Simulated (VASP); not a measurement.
# As (P6_3/mmc) in VASP: notebook

The runs below take As through single point, with PBEsol.

All numbers are computed with VASP 6.6.1; they aren't measurements. Logs are shortened: lines on timing, memory, paths and dates and some standing lists are left out, and cuts for length are marked.

## Step 1: The cell of the first run

It takes space group P6_3/mmc (No. 194, hexagonal). The conventional cell has a = 2.278 Å, b = 2.278 Å, c = 3.521 Å, α = 90.00°, β = 90.00°, γ = 120.00°. Within 2.9 Å of As (site symmetry -6m2) lie 12 As at 2.20 to 2.28 Å.

## Step 2: Single point, PBEsol

The input, INCAR:

```
ALGO     = Normal         # electronic algorithm
EDIFF    = 1E-6           # SCF threshold, eV
ENCUT    = 520            # plane-wave cutoff, eV
GGA      = PS             # functional
ISIF     = 2              # what is computed and relaxed
ISMEAR   = -1             # smearing method
LASPH    = T              # aspherical terms in the spheres
LCHARG   = T              # write CHGCAR
LELF     = T              # ELF
LREAL    = F              # projectors in reciprocal space
LVHAR    = T            
LWAVE    = F              # write WAVECAR
NBANDS   = 12             # bands
NELM     = 100            # most SCF steps
PREC     = Accurate       # precision mode
SIGMA    = 0.08           # smearing width, eV
```

The input, KPOINTS:

```
k-points
0
Gamma
  14 14 8
```

The input, POSCAR:

```
As
1.0
    2.2782304875      0.0000000000      0.0000000000
   -1.1391152438      1.9730054779      0.0000000000
    0.0000000000      0.0000000000      3.5207501021
As
2
Direct
    0.3333333333      0.6666666667      0.2500000000
    0.6666666667      0.3333333333      0.7500000000
```

Potentials or basis: VASP PAW PBE potentials, release 64 (As).

Command:

```sh
> cat potpaw_PBE.64/As/POTCAR > POTCAR
> mpirun -np 1 vasp_std > vasp.out
```

OUTCAR:

```text
EDIFF = 1E-6
   ENCUT = 520
   GGA = PS
   ISIF = 2
   ISMEAR = -1
   LASPH = T
   LREAL = F
   NELM = 100
   PREC = Accurate

 ion  position               nearest neighbor table
   1  0.333  0.667  0.250-   2 2.20   2 2.20   2 2.20   2 2.20   2 2.20   2 2.20
   2  0.667  0.333  0.750-   1 2.20   1 2.20   1 2.20   1 2.20   1 2.20   1 2.20

  LATTYP: Found a hexagonal cell.
 ALAT       =     2.2782304875
 C/A-ratio  =     1.5453880200

  Lattice vectors:

 A1 = (   2.2782304875,   0.0000000000,   0.0000000000)
 A2 = (  -1.1391152438,   1.9730054779,   0.0000000000)
 A3 = (   0.0000000000,   0.0000000000,   3.5207501021)

Analysis of symmetry for initial positions (statically):
=====================================================================
 Subroutine PRICEL returns:
 Original cell was already a primitive cell.

 Routine SETGRP: Setting up the symmetry group for a
 hexagonal supercell.

 Subroutine GETGRP returns: Found 24 space group operations
 (whereof 12 operations were pure point group operations)
 out of a pool of 24 trial point group operations.

The static configuration has the point symmetry D_3d.
 The point group associated with its full space group is D_6h.

Analysis of symmetry for dynamics (positions and initial velocities):
=====================================================================
 Subroutine PRICEL returns:
 Original cell was already a primitive cell.

 Routine SETGRP: Setting up the symmetry group for a
 hexagonal supercell.

 Subroutine GETGRP returns: Found 24 space group operations
 (whereof 12 operations were pure point group operations)
 out of a pool of 24 trial point group operations.

The dynamic configuration has the point symmetry D_3d.
 The point group associated with its full space group is D_6h.

 Subroutine INISYM returns: Found 24 space group operations
 (whereof 12 operations are pure point group operations),
 and found     1 'primitive' translations

----------------------------------------------------------------------------------------

                                     Primitive cell

  volume of cell :      15.8256

  direct lattice vectors                    reciprocal lattice vectors
     2.278230488  0.000000000  0.000000000     0.438937151  0.253420482  0.000000000
    -1.139115244  1.973005478  0.000000000     0.000000000  0.506840965  0.000000000
     0.000000000  0.000000000  3.520750102     0.000000000  0.000000000  0.284030383

  length of vectors
     2.278230488  2.278230488  3.520750102     0.506840965  0.506840965  0.284030383

  position of ions in fractional coordinates (direct lattice)
     0.333333333  0.666666667  0.250000000
     0.666666667  0.333333333  0.750000000

  ion indices of the primitive-cell ions
   primitive index   ion index
                 1           1
                 2           2

----------------------------------------------------------------------------------------

 KPOINTS: k-points

Automatic generation of k-mesh.
 Grid dimensions read from file:
 generate k-points for:   14   14    8

 Generating k-lattice:

  Cartesian coordinates                     Fractional coordinates (reciprocal lattice)
     0.031352654  0.018101463  0.000000000     0.071428571 -0.000000000  0.000000000
     0.000000000  0.036202926  0.000000000     0.000000000  0.071428571  0.000000000
     0.000000000  0.000000000  0.035503798     0.000000000  0.000000000  0.125000000

  Length of vectors
     0.036202926  0.036202926  0.035503798

  Shift w.r.t. Gamma in fractional coordinates (k-lattice)
     0.000000000  0.000000000  0.000000000

 Subroutine IBZKPT returns following result:
 ===========================================

 Found    120 irreducible k-points:

 Following reciprocal coordinates:
            Coordinates               Weight
  0.000000  0.000000  0.000000      1.000000
  0.071429 -0.000000  0.000000      6.000000
  0.142857  0.000000  0.000000      6.000000
  0.214286 -0.000000  0.000000      6.000000
  0.285714 -0.000000  0.000000      6.000000
  0.357143  0.000000  0.000000      6.000000
[... 16 lines left out ...]
  0.285714  0.285714  0.000000      6.000000
  0.357143  0.285714  0.000000      6.000000
 [... further k-points ...]
   k-points           NKPTS =    120   k-points in BZ     NKDIM =    120   number of bands    NBANDS=     12
   number of dos      NEDOS =    301   number of ions     NIONS =      2
   total plane-waves  NPLWV =   9072
   dimension x,y,z NGX =    18 NGY =   18 NGZ =   28
   dimension x,y,z NGXF=    36 NGYF=   36 NGZF=   56
   ions per type =               2
   NGX,Y,Z   is equivalent  to a cutoff of  13.13, 13.13, 13.22 a.u.
   NGXF,Y,Z  is equivalent  to a cutoff of  26.27, 26.27, 26.44 a.u.
 SYSTEM =  unknown system
   PREC   = accura    normal or accurate (medium, high low for compatibility)
   ISTART =      0    job   : 0-new  1-cont  2-samecut
   ICHARG =      2    charge: 1-file 2-atom 10-const
   ISPIN  =      1    spin polarized calculation?
   LNONCOLLINEAR =      F non collinear calculations
   LSORBIT =      F    spin-orbit coupling
   LASPH  =      T    aspherical Exc in radial PAW
   ENCUT  =  520.0 eV  38.22 Ry    6.18 a.u.   4.24  4.24  6.55*2*pi/ulx,y,z
   NELM   =    100;   NELMIN=  2; NELMDL= -5     # of ELM steps
   EDIFF  = 0.1E-05   stopping-criterion for ELM
   LREAL  =      F    real-space projection
   EDIFFG = 0.1E-04   stopping-criterion for IOM
   NSW    =      0    number of steps for IOM
   IBRION =     -1    ionic relax: 0-MD 1-quasi-New 2-CG
   NFREE  =      0    steps in history (QN), initial steepest desc. (CG)
   ISIF   =      2    stress and relaxation
   ISYM   =      2    0-nonsym 1-usesym 2-fastsym
   POTIM  = 0.5000    time-step for ionic-motion
   TEBEG  =    0.0;   TEEND  =   0.0 temperature during run
   PSTRESS=    0.0 pullay stress
   NELECT =      10.0000    total number of electrons
   NUPDOWN=      -1.0000    fix difference up-down
   EMIN   =  10.00;   EMAX   =-10.00  energy-range for DOS
   EFERMI =   0.00;   METHOD = LEGACY
   ISMEAR =    -1;   SIGMA  =   0.08  broadening in eV -4-tet -1-fermi 0-gaus
   EFERMI_NEDOS =   21; number of points for ismear=-14 and -15
   IALGO  =     38    algorithm
   IMIX   =      4    mixing-type and parameters
     AMIX     =   0.40;   BMIX     =  1.00
     AMIX_MAG =   1.60;   BMIX_MAG =  1.00
  volume/ion in A,a.u.               =       7.91        53.40
  Fermi-wavevector in a.u.,A,eV,Ry     =   1.404821  2.654728 26.851413  1.973523
  Thomas-Fermi vector in A             =   2.527345
   LORBIT       =      0    0 simple, 1 ext, 2 COOP (PROOUT), +10 PAW based schemes
   GGA     = PS    functional components
   LHFCALC =     F    Hartree Fock is set to
   AEXX    =    0.0000 exact exchange contribution
   IVDW    =     0    specifies the selected vdW correction
   LEPSILON=     F    determine dielectric tensor
   LRPA    =     F    only Hartree local field effects (RPA)
 non-spin polarized calculation
  energy-cutoff  :      520.00
  volume of cell :       15.83
 maximum number of plane-waves:       439
 NGX is ok and might be reduce to    18
   NGX =  9   NGY =  9   NGZ = 13

 number of electron      10.0000000 magnetization

 Free energy of the ion-electron system (eV)
  ---------------------------------------------------
  ext. energy  EPLUGINS =         0.00000000
  ---------------------------------------------------
  free energy    TOTEN  =         5.67396564 eV

  energy without entropy =        5.68570741  energy(sigma->0) =        5.67983652

 E-fermi :  21.4402     XC(G=0): -15.0545

 val. band max:       21.3143420497   @ k =   0.3571   0.0714   0.3750
 cond. band min:      21.4431184104   @ k =   0.4286  -0.0000   0.1250
 fundamental gap:      0.1287763607
 Fermi energy:        21.4402227073

 k-point     1 :       0.0000    0.0000    0.0000
  band No.  band energies     occupation
      1      -6.2949      2.00000
      2       5.5012      2.00000
      3       7.4560      2.00000
      4      30.1477      0.00000
      5      30.1477      0.00000
      6      32.8886      0.00000
      7      32.8886      0.00000
      8      34.6928      0.00000
      9      36.2221      0.00000
     10      40.8956      0.00000
     11      42.2323      0.00000
     12      42.2401      0.00000

 k-point     2 :       0.0714   -0.0000    0.0000
  band No.  band energies     occupation
      1      -6.0913      2.00000
      2       5.7286      2.00000
      3       7.6314      2.00000
      4      27.2427      0.00000
      5      28.6012      0.00000
      6      31.7011      0.00000
      7      34.6909      0.00000
      8      36.9559      0.00000
      9      37.5841      0.00000
     10      38.2784      0.00000
     11      39.8797      0.00000
     12      40.3739      0.00000

 k-point     3 :       0.1429    0.0000    0.0000
  band No.  band energies     occupation
      1      -5.4792      2.00000
      2       6.4060      2.00000
      3       8.1588      2.00000
      4      22.8289      0.00000
      5      26.4681      0.00000
      6      30.2262      0.00000
      7      34.0931      0.00000
      8      34.6657      0.00000
      9      37.2291      0.00000
     10      38.6300      0.00000
     11      39.0730      0.00000
     12      39.2361      0.00000
[... 286 lines left out ...]
 k-point    23 :       0.2857    0.2857    0.0000
  band No.  band energies     occupation
      1       3.5801      2.00000
      2       8.9282      2.00000
      3       9.7459      2.00000
      4      15.4450      2.00000
      5      16.4769      2.00000
      6      20.2841      2.00000
      7      21.7160      0.06168
      8      22.6118      0.00000
      9      23.8649      0.00000
     10      41.2608      0.00000
     11      42.3698      0.00000
     12      49.5708      0.00000

 k-point    24 :       0.3571    0.2857    0.0000
  band No.  band energies     occupation
      1       5.9903      2.00000
      2       6.4835      2.00000
      3       9.2135      2.00000
      4      17.1241      2.00000
      5      18.1581      2.00000
      6      18.7189      2.00000
      7      19.9627      2.00000
      8      22.0911      0.00059
      9      23.2379      0.00000
     10      41.5943      0.00000
     11      46.0560      0.00000
     12      46.4753      0.00000

 [... further k-points ...]
[... 5 lines left out ...]
  --------------------------------------------------------------------------------------
  -------------------------------------------------------------------------------------
  Total       48.8795163     48.8795163     49.0411788     -0.0000000      0.0000000      0.0000000
  in kB     4948.5314066   4948.5314068   4964.8980213     -0.0000001      0.0000000      0.0000000
  external PRESSURE =    4953.9869449 kB  Pullay stress =       0.0000000 kB

 VOLUME and BASIS-vectors are now :
 -----------------------------------------------------------------------------
  energy-cutoff  :      520.00
  volume of cell :       15.83
      direct lattice vectors                 reciprocal lattice vectors
     2.278230488  0.000000000  0.000000000     0.438937151  0.253420482  0.000000000
    -1.139115244  1.973005478  0.000000000     0.000000000  0.506840965  0.000000000
     0.000000000  0.000000000  3.520750102     0.000000000  0.000000000  0.284030383

 POSITION                                       TOTAL-FORCE (eV/Angst)
 -----------------------------------------------------------------------------------
     -0.00000      1.31534      0.88019         0.000000      0.000000      0.000000
      1.13912      0.65767      2.64056        -0.000000     -0.000000      0.000000
 -----------------------------------------------------------------------------------
    total drift:                                0.000000     -0.000000      0.000000

  FREE ENERGIE OF THE ION-ELECTRON SYSTEM (eV)
  ---------------------------------------------------
  free  energy   TOTEN  =         5.6739656403 eV

  energy  without entropy=        5.6857074062  energy(sigma->0) =        5.67983652
```

It took 13 s on 1 thread of Intel Xeon Platinum 8488C (Sapphire Rapids), shared host; peak memory 0.14 GiB.

What came out:

| Item | Value |
| --- | --- |
| Free energy | 5.6740 eV |
| Pressure | 495.4 GPa |
| Band gap on the k mesh | zero (band 5 reaches 33.04 eV, above the bottom of band 6 at 12.61 eV) |

Levels at points of the mesh, in eV from the Fermi level:
| k point | band 1 | band 2 | band 3 | band 4 | band 5 | band 6 | band 7 | band 8 | band 9 | band 10 |
| --- | --- | --- | --- | --- | --- | --- | --- | --- | --- | --- |
| (0.00, 0.00, 0.00) | -27.74 | -15.94 | -13.98 | 8.71 | 8.71 | 11.45 | 11.45 | 13.25 | 14.78 | 19.46 |
| (0.50, 0.00, 0.00) | -17.82 | -17.47 | -6.95 | -5.58 | -3.65 | -3.53 | -0.46 | 5.43 | 11.09 | 13.20 |
| (0.00, 0.00, 0.50) | -24.59 | -24.59 | 0.54 | 0.54 | 11.60 | 11.60 | 11.60 | 11.60 | 14.45 | 14.67 |
| (0.50, 0.00, 0.50) | -15.44 | -15.44 | -13.36 | -13.36 | 3.06 | 3.06 | 6.87 | 6.87 | 8.15 | 8.15 |

Caveat: the PAW data sets were made with another functional, which shifts forces and pressure a little.

## Step 3: Single point, PBEsol

The input, INCAR:

```
SYSTEM = As
ALGO = Normal ; EDIFF = 1E-7
ENCUT = 520 ; GGA = PS
ISIF = 2 ; ISMEAR = -1
LASPH = .True. ; LCHARG = .False.
LREAL = .False. ; LWAVE = .False.
NBANDS = 12 ; NELM = 80
PREC = Accurate ; SIGMA = 0.08
```

The input, KPOINTS:

```
k-points
0
Gamma
  14 14 8
  0 0 0
```

POSCAR is that of step 2.

Potentials or basis: VASP PAW PBE potentials, release 64 (As).

Command:

```sh
> cat potpaw_PBE.64/As/POTCAR > POTCAR
> mpirun -np 1 vasp_std > vasp.out
```

It took 14 s on 1 thread of Intel Xeon Platinum 8488C (Sapphire Rapids), shared host; peak memory 0.14 GiB.

Results (log left out):

```
Free energy            : 5.6740 eV
Pressure               : 495.4 GPa
Band gap on the k mesh : zero (band 5 reaches 33.04 eV, above the bottom of band 6 at 12.61 eV)
```

Stress tensor (GPa, compression positive):
```
494.85   0.00   0.00
  0.00 494.85   0.00
  0.00   0.00 496.49
```

Levels at points of the mesh, in eV from the Fermi level:
| k point | band 3 | band 4 | band 5 | band 6 | band 7 | band 8 |
| --- | --- | --- | --- | --- | --- | --- |
| (0.00, 0.00, 0.00) | -13.98 | 8.71 | 8.71 | 11.45 | 11.45 | 13.25 |
| (0.50, 0.00, 0.00) | -6.95 | -5.58 | -3.65 | -3.53 | -0.46 | 5.43 |
| (0.00, 0.00, 0.50) | 0.54 | 0.54 | 11.60 | 11.60 | 11.60 | 11.60 |
| (0.50, 0.00, 0.50) | -13.36 | -13.36 | 3.06 | 3.06 | 6.87 | 6.87 |

Caveat: the PAW data sets were made with another functional, which shifts forces and pressure a little.
